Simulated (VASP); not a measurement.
Input of a VASP 6.6.1 run:

Contents of INCAR:

```
SYSTEM = Pd
PREC = Accurate ; ENCUT = 520
EDIFF = 1E-6 ; ISMEAR = -1
SIGMA = 0.08 ; LREAL = .FALSE.
LASPH = .TRUE. ; NELM = 150
ALGO = Normal ; ISIF = 2
LWAVE = .FALSE. ; LCHARG = .FALSE.
ISPIN = 2 ; MAGMOM = 0.15
LORBIT = 11 ; NUPDOWN = 0.15
LMAXMIX = 4 ; GGA = PE
NBANDS = 15
```

The input KPOINTS:

```
Automatic mesh
0
G
  17 17 17
  0 0 0
```

POSCAR

```
Pd
1.0
    0.0000000000      1.9465000000      1.9465000000
    1.9465000000      0.0000000000      1.9465000000
    1.9465000000      1.9465000000      0.0000000000
Pd
1
Direct
    0.0000000000      0.0000000000      0.0000000000
```

Potentials or basis: VASP PAW PBE potentials, release 64 (Pd).

The run is started by

```sh
$ cat potpaw_PBE.64/Pd/POTCAR > POTCAR
$ mpirun -np 1 vasp_std > vasp.out
```

Problem. Estimate the pressure.

Solution. 7.1 GPa.

Caveat: the cell stands under pressure; the total moment is fixed, so each spin has its own Fermi level.
